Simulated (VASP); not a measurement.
Input of a VASP 6.6.1 run:

The input INCAR:

```
  PREC = Accurate
  ENCUT = 520
  EDIFF = 1E-6
  ISMEAR = -1
  SIGMA = 0.05
  LREAL = F
  LASPH = T
  NELM = 150
  ALGO = Normal
  ISIF = 2
  LWAVE = F
  LCHARG = F
  ISPIN = 2
  MAGMOM = 0 3
  LORBIT = 11
  LMAXMIX = 4
  NBANDS = 20
```

The input KPOINTS:

```
regular mesh
0
Gamma
  10 10 7
```

The input POSCAR:

```
FePt
1.0
    2.7235000000      0.0000000000      0.0000000000
    0.0000000000      2.7235000000      0.0000000000
    0.0000000000      0.0000000000      3.7200000000
Pt Fe
1 1
Direct
    0.5000000000      0.5000000000      0.5000000000
    0.0000000000      0.0000000000      0.0000000000
```

Potentials or basis: VASP PAW LDA potentials, release 64 (Pt, Fe).

Run with:

```bash
$ cat potpaw_LDA.64/Pt/POTCAR potpaw_LDA.64/Fe/POTCAR > POTCAR
$ mpirun -np 1 vasp_std > vasp.out
```

Question: What does it give for the site moments?

Answer: Pt +0.35; Fe +2.80 μB.

Question: Predict the pressure.

Answer: -12.7 GPa.

Question: What does it give for the net moment?

Answer: 3.19 μB per cell.

Stress tensor (GPa, compression positive):
```
-13.16   0.00   0.00
  0.00 -13.16   0.00
  0.00   0.00 -11.80
```

Caveat: the cell stands under tension.
